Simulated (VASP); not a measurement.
A run of VASP 6.6.1:

Contents of INCAR:

```
SYSTEM = Nb
ALGO = Fast
EDIFF = 1E-6
ENCUT = 520
ISIF = 2
ISMEAR = -1
LASPH = .True.
LCHARG = .False.
LREAL = .False.
LWAVE = .False.
NBANDS = 12
NELM = 80
PREC = Accurate
SIGMA = 0.05
```

The input KPOINTS:

```
k-points
0
Gamma
  11 11 11
  0 0 0
```

POSCAR

```
Nb
1.0
    0.0000000000      2.1150000000      2.1150000000
    2.1150000000      0.0000000000      2.1150000000
    2.1150000000      2.1150000000      0.0000000000
Nb
1
Direct
    0.0000000000      0.0000000000      0.0000000000
```

Potentials or basis: VASP PAW LDA potentials, release 64 (Nb_sv).

Run with:

```console
$ cat potpaw_LDA.64/Nb_sv/POTCAR > POTCAR
$ mpirun -np 1 vasp_std > vasp.out
```

Hardware: 1 thread of AMD EPYC 7R13, with other jobs on the host.

**Question.** Estimate the wall time of this run.

**Answer.** Wall time 44 s on 1 thread of AMD EPYC 7R13, on a shared host, peak memory 0.1 GiB. Counts: scf iterations 22, k points 56.
